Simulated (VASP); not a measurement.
Input of a VASP 6.6.1 run:

File INCAR:

```
ALGO     = Fast           # electronic algorithm
EDIFF    = 1E-6           # SCF threshold, eV
ENCUT    = 520            # plane-wave cutoff, eV
GGA      = PS             # functional
ISIF     = 2              # what is computed and relaxed
ISMEAR   = -1             # smearing method
LASPH    = True           # aspherical terms in the spheres
LCHARG   = True           # write CHGCAR
LELF     = True           # ELF
LREAL    = False          # projectors in reciprocal space
LVHAR    = True         
LWAVE    = False          # write WAVECAR
NBANDS   = 12             # bands
NELM     = 60             # most SCF steps
PREC     = Accurate       # precision mode
SIGMA    = 0.05           # smearing width, eV
```

File KPOINTS:

```
k-points
0
Gamma
  9 9 9
```

The input POSCAR:

```
La
1.0
   -1.9502653418      1.9502653418      1.9502653418
    1.9502653418     -1.9502653418      1.9502653418
    1.9502653418      1.9502653418     -1.9502653418
La
1
Direct
    0.0000000000      0.0000000000      0.0000000000
```

Potentials or basis: VASP PAW PBE potentials, release 64 (La).

The run is started by

```sh
$ cat potpaw_PBE.64/La/POTCAR > POTCAR
$ mpirun -np 1 vasp_std > vasp.out
```

Question: Estimate the pressure.

Answer: 5.1 GPa.

Caveat: the PAW data sets were made with another functional, which shifts forces and pressure a little.
